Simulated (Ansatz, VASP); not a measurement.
One calculation of Al, two programs

```
Al
1.0
    -1.59122    1.59122    1.59122
     1.59122   -1.59122    1.59122
     1.59122    1.59122   -1.59122
Al
1
Direct
  0.00000 0.00000 0.00000
```

Alike in both runs: task single point; functional r2SCAN; k mesh 13 × 13 × 13; occupations gaussian, width 0.1 eV; no spin polarisation.

|  | VASP | Ansatz |
| --- | --- | --- |
| version | VASP 6.6.1 | Ansatz 0.2.0 |
| potentials or method | VASP PAW PBE potentials, release 64 (Al), cutoff 520 eV | plane waves, PAW |
| valence electrons in the cell | 3 | 3 |

```tsv
	VASP	Ansatz	Ansatz less VASP
pressure (GPa)	0.1	0.4	+0.31
```

VASP's potentials were made for PBE, not for r2SCAN.
